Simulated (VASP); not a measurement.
GaN, 2 atoms in the cell. It takes space group F-43m (No. 216, cubic). The conventional cell has a = 4.638 Å, b = 4.638 Å, c = 4.638 Å, α = 90.00°, β = 90.00°, γ = 90.00°. Ga (site symmetry -43m) has 4 N at 2.01 Å within 2.7 Å. Within 2.7 Å of N (site symmetry -43m) lie 4 Ga at 2.01 Å.  This cell differs from its parent crystal: volume changed by +6%.

| Item | Value |
| --- | --- |
| Program | VASP 6.6.1 |
| Task | single point |
| Functional | PBE |
| Potentials or basis | VASP PAW PBE potentials, release 64 (Ga_d, N) |
| Cutoff | 520 eV |
| k mesh | 8 × 8 × 8 |
| Occupations | gaussian, width 0.01 eV |
| Spin | no spin polarisation |
| Dipole correction | no |
| Further INCAR settings | ALGO = Normal; EDIFF = 1e-07; NBANDS = 16 |

Potentials or basis: VASP PAW PBE potentials, release 64 (Ga_d, N).

Command:

```sh
$ cat potpaw_PBE.64/Ga_d/POTCAR potpaw_PBE.64/N/POTCAR > POTCAR
$ mpirun -np 1 vasp_std > vasp.out
```

Hardware: 1 thread of Intel(R) Xeon(R) 6975P-C (Granite Rapids) (shared host).

**Question.** Estimate the wall time of this run.

**Answer.** Run time: 4.2 s on 1 thread of Intel(R) Xeon(R) 6975P-C (Granite Rapids), on a shared host, peak memory 0.14 GiB. Counts: scf iterations 13, k points 29.
